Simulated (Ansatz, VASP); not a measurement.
Given: the input of a run of Ansatz 0.2.0 on ZnO.

Contents of input.yaml:

```yaml
crystal:
  lattice:
    - [3.2708272232, 0.0, 0.0]
    - [-1.6354136116, 2.8326194666, 0.0]
    - [0.0, 0.0, 5.2401848988]
  atoms:
    - { symbol: Zn, position: [0.6666666667, 0.3333333333, 0.0] }
    - { symbol: Zn, position: [0.3333333333, 0.6666666667, 0.5] }
    - { symbol: O, position: [0.3333333333, 0.6666666667, 0.87901] }
    - { symbol: O, position: [0.6666666667, 0.3333333333, 0.37901] }
kpoints:
  mp_grid: { grid: [9, 9, 5] }
scf:
  occupations: { method: fermi_dirac, width: 0.05 }
hamiltonian:
  xc: pbesol
  pseudopotentials: { kind: all_electron, lapw: { basis_error: 0.001 } }
output:
  forces: true
  stress: true
  eigenvalues: true
```

Potentials or basis: all-electron LAPW, scalar-relativistic.

Command:

```bash
$ ansatz run input.yaml --threads 2 --pin off --max-ram 8192MiB --backend cpu --events-out ev --progress --plain --runs-dir out
```

Problem. Set up the same calculation for VASP 6.6.1. Potentials there: VASP PAW PBE potentials, release 64 (Zn, O).

Solution. As run (the cutoff follows the program's own potentials):

Contents of INCAR:

```
SYSTEM = ZnO
PREC     = Accurate       ! precision mode
ENCUT    = 520            ! plane-wave cutoff, eV
EDIFF    = 1E-7           ! SCF threshold, eV
ISMEAR   = -1             ! smearing method
SIGMA    = 0.05           ! smearing width, eV
LREAL    = .False.        ! projectors in reciprocal space
LASPH    = .True.         ! aspherical terms in the spheres
NELM     = 80             ! most SCF steps
ALGO     = Normal         ! electronic algorithm
ISIF     = 2              ! what is computed and relaxed
LWAVE    = .False.        ! write WAVECAR
LCHARG   = .False.        ! write CHGCAR
GGA      = PS             ! functional
NBANDS   = 26             ! bands
```

The input KPOINTS:

```
Automatic mesh
0
Gamma
  9 9 5
  0 0 0
```

POSCAR

```
ZnO
1.0
    3.2708272232      0.0000000000      0.0000000000
   -1.6354136116      2.8326194666      0.0000000000
    0.0000000000      0.0000000000      5.2401848988
Zn O
2 2
Direct
    0.6666666667      0.3333333333      0.0000000000
    0.3333333333      0.6666666667      0.5000000000
    0.3333333333      0.6666666667      0.8790100000
    0.6666666667      0.3333333333      0.3790100000
```

Potentials or basis: VASP PAW PBE potentials, release 64 (Zn, O).

Run with:

```sh
$ cat potpaw_PBE.64/Zn/POTCAR potpaw_PBE.64/O/POTCAR > POTCAR
$ mpirun -np 1 vasp_std > vasp.out
```

Both were run:

|  | VASP | Ansatz | Ansatz less VASP |
| --- | --- | --- | --- |
| gap on the k mesh at the Fermi level (eV) | 0.66 | 0.69 | +0.030 |
| least direct gap on the mesh (eV) | 0.66 | 0.69 | +0.030 |
| pressure (GPa) | -3.2 | -4.1 | -0.91 |
| traceless stress, the component that is largest in VASP (GPa) | 1.09 | 1.03 | -0.055 |
| rms of the force components (eV/Å) | 0.034 | 0.032 | -0.0021 |

VASP's potentials were made for PBE, not for PBEsol. Atom by atom the forces differ by 0.002 eV/Å (rms over components). Ansatz ran all-electron here, and VASP with PAW potentials.
